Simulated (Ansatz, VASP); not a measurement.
**Two plane-wave programs on Br**

File INCAR:

```
SYSTEM = Br
PREC = Accurate ; ENCUT = 520
EDIFF = 1E-6 ; ISMEAR = -1
SIGMA = 0.08 ; LREAL = .False.
LASPH = .True. ; NELM = 80
ALGO = Normal ; ISIF = 2
LWAVE = .False. ; LCHARG = .False.
GGA = PE ; NBANDS = 14
```

File KPOINTS:

```
regular mesh
0
Gamma
  11 11 11
  0 0 0
```

POSCAR

```
Br
1.0
    0.0000000000      3.0376466421      3.0376466421
    3.0376466421      0.0000000000      3.0376466421
    3.0376466421      3.0376466421      0.0000000000
Br
2
Direct
   -0.1250000000     -0.1250000000     -0.1250000000
    0.1250000000      0.1250000000      0.1250000000
```

Input for Ansatz:

```yaml
crystal:
  lattice:
    - [0.0, 3.0376466421, 3.0376466421]
    - [3.0376466421, 0.0, 3.0376466421]
    - [3.0376466421, 3.0376466421, 0.0]
  atoms:
    - { symbol: Br, position: [-0.125, -0.125, -0.125] }
    - { symbol: Br, position: [0.125, 0.125, 0.125] }
kpoints:
  mp_grid: { grid: [11, 11, 11] }
scf:
  occupations: { method: fermi_dirac, width: 0.08 }
hamiltonian:
  xc: pbe
  pseudopotentials: { kind: paw }
output:
  forces: true
  stress: true
  eigenvalues: true
  populations: true
```

Change from the starting cell: volume scaled by 0.65, PAW files.

Alike in both runs: task single point; functional PBE; k mesh 11 × 11 × 11; occupations fermi-dirac, width 0.08 eV; no spin polarisation.

|  | VASP | Ansatz |
| --- | --- | --- |
| version | VASP 6.6.1 | Ansatz 0.2.0 |
| potentials or method | VASP PAW PBE potentials, release 64 (Br) | PAW with Ansatz's default frozen-core files, scalar-relativistic |
| plane-wave cutoff (eV) | 520 | 420 |
| valence electrons in the cell | 14 | 14 |

```tsv
	VASP	Ansatz	Ansatz less VASP
pressure (GPa)	18.0	18.0	-0.01
```
